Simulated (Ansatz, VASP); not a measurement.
I: VASP beside Ansatz

The input INCAR:

```
SYSTEM = I
PREC     = Accurate       ! precision mode
ENCUT    = 520            ! plane-wave cutoff, eV
EDIFF    = 1E-6           ! SCF threshold, eV
ISMEAR   = -1             ! smearing method
SIGMA    = 0.1            ! smearing width, eV
LREAL    = .FALSE.        ! projectors in reciprocal space
LASPH    = .TRUE.         ! aspherical terms in the spheres
NELM     = 100            ! most SCF steps
ALGO     = Normal         ! electronic algorithm
ISIF     = 2              ! what is computed and relaxed
LWAVE    = .FALSE.        ! write WAVECAR
LCHARG   = .FALSE.        ! write CHGCAR
GGA      = PE             ! functional
NBANDS   = 10             ! bands
```

The input KPOINTS:

```
Automatic mesh
0
G
  11 11 11
  0 0 0
```

Contents of POSCAR:

```
I
1.0
    3.0510302930      0.0000000000      0.0000000000
    0.0000000000      3.0510302930      0.0000000000
    0.0000000000      0.0000000000      3.0510302930
I
1
Direct
    0.0000000000      0.0000000000      0.0000000000
```

Input for Ansatz:

```yaml
crystal:
  lattice:
    - [3.051030293, 0.0, 0.0]
    - [0.0, 3.051030293, 0.0]
    - [0.0, 0.0, 3.051030293]
  atoms:
    - { symbol: I, position: [0.0, 0.0, 0.0] }
kpoints:
  mp_grid: { grid: [11, 11, 11] }
scf:
  occupations: { method: fermi_dirac, width: 0.1 }
hamiltonian:
  xc: pbe
  pseudopotentials: { kind: all_electron, lapw: { basis_error: 0.001 } }
output:
  forces: true
  stress: true
  eigenvalues: true
  populations: true
```

Change from the starting cell: volume scaled by 0.68, LAPW.

Alike in both runs: task single point; functional PBE; k mesh 11 × 11 × 11; occupations fermi-dirac, width 0.1 eV; no spin polarisation.

|  | VASP | Ansatz |
| --- | --- | --- |
| version | VASP 6.6.1 | Ansatz 0.2.0 |
| potentials or method | VASP PAW PBE potentials, release 64 (I), cutoff 520 eV | all-electron LAPW, scalar-relativistic |

```tsv
	VASP	Ansatz	Ansatz less VASP
pressure (GPa)	23.6	23.6	+0.05
```

Ansatz ran all-electron here, and VASP with PAW potentials.

Spin-orbit coupling is off throughout.
